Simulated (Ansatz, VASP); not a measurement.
Two plane-wave programs on Si

The input INCAR:

```
ALGO = Normal
EDIFF = 1E-6
EDIFFG = -0.01
ENCUT = 600
GGA = PS
IBRION = 2
ISIF = 3
ISMEAR = -1
LASPH = True
LCHARG = False
LREAL = False
LWAVE = False
NELM = 80
NSW = 80
PREC = Accurate
SIGMA = 0.1
```

The input KPOINTS:

```
k-points
0
Gamma
  12 12 11
```

Contents of POSCAR:

```
Si
1.0
    2.5270000000      0.0000000000      0.0000000000
   -1.2635000000      2.1884461954      0.0000000000
    0.0000000000      0.0000000000      2.3730000000
Si
1
Direct
    0.0000000000      0.0000000000      0.0000000000
```

Input for Ansatz:

```yaml
crystal:
  lattice:
    a: 2.527
    b: 2.527
    c: 2.373
    alpha: 90.0
    beta: 90.0
    gamma: 120.0
  space_group: 191
  atoms:
    - { symbol: Si, position: [0.0, 0.0, 0.0] }
basis:
  ecutwfc: 550.0
kpoints:
  mp_grid:
    grid: [12, 12, 11]
hamiltonian:
  xc: pbesol
  dispersion: none
scf:
  occupations:
    method: fermi_dirac
    width: 0.1
relax:
  f_tol: 0.01
  cell: {}
```

Alike in both runs: task relaxation of cell and atoms; functional PBEsol; k mesh 12 × 12 × 11; occupations fermi-dirac, width 0.1 eV; no spin polarisation.

|  | VASP | Ansatz |
| --- | --- | --- |
| version | VASP 6.6.1 | Ansatz 0.2.0 |
| potentials or method | VASP PAW PBE potentials, release 64 (Si), cutoff 600 eV | plane waves, PAW |
| valence electrons in the cell | 4 | 4 |

|  | VASP | Ansatz | Ansatz less VASP |
| --- | --- | --- | --- |
| relaxed volume (Å³/atom) | 14.76 | 14.73 | -0.028 |
| relaxed cell length with the largest relative difference (Å) | 2.488 | 2.486 | -0.0021 |

VASP's potentials were made for PBE, not for PBEsol.
